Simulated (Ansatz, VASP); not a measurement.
**Al3Pd, level by level in two programs**

```
Pd Al
1.0
     3.86634    0.00000    0.00000
     0.00000    3.86634    0.00000
     0.00000    0.00000    3.86634
Pd Al
1 3
Direct
  0.00000 0.00000 0.00000
  0.50000 0.50000 0.00000
  0.50000 0.00000 0.50000
  0.00000 0.50000 0.50000
```

Single points on this cell with VASP 6.6.1 and Ansatz 0.2.0. Each row is one pair of runs. Alike in all rows: spin: off; k mesh: 7 × 7 × 7; smearing: fermi-dirac, width 0.05 eV.

```csv
level,"VASP's potentials, cutoff","Ansatz's potentials, cutoff","gap on the k mesh at the Fermi level (eV), VASP","gap on the k mesh at the Fermi level (eV), Ansatz","pressure (GPa), VASP","pressure (GPa), Ansatz"
LDA,"VASP PAW LDA potentials, release 64 (Pd, Al), 500 eV","Ansatz PAW, 420 eV",none,none,2.7,2.4
PBE,"VASP PAW PBE potentials, release 64 (Pd, Al), 500 eV","Ansatz PAW, 420 eV",none,none,9.5,9.5
r2SCAN,"VASP PAW PBE potentials, release 64 (Pd, Al), 550 eV","Ansatz PAW, 500 eV",none,none,6.0,6.3
```

Pressure (GPa): the two programs differ by at most 0.3.

VASP's potentials hold 19 valence electrons a cell and Ansatz's 27, so a difference there can come from the potentials and not from the codes.

A gap of «none» marks a metal or a gap that the smearing closes.
